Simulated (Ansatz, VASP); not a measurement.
**S: VASP beside Ansatz**

```
S
1.0
    -1.38918    1.38918    1.38918
     1.38918   -1.38918    1.38918
     1.38918    1.38918   -1.38918
S
1
Direct
  0.00000 0.00000 0.00000
```

Change from the starting cell: volume scaled by 0.68, LAPW.

Alike in both runs: task single point; functional PBE; k mesh 16 × 16 × 16; occupations fermi-dirac, width 0.1 eV; no spin polarisation.

|  | VASP | Ansatz |
| --- | --- | --- |
| version | VASP 6.6.1 | Ansatz 0.2.0 |
| potentials or method | VASP PAW PBE potentials, release 64 (S), cutoff 520 eV | all-electron LAPW, scalar-relativistic |

Ansatz gave:

```
pressure (GPa) : 70.5
```

Task: What did VASP give for the same quantities?

Result: Pressure (GPa): 69.5.

Both programs put the cell under a high pressure, so it lies far from rest at this level. Ansatz ran all-electron here, and VASP with PAW potentials.

Noted on VASP's run: the cell as given lies far from equilibrium.
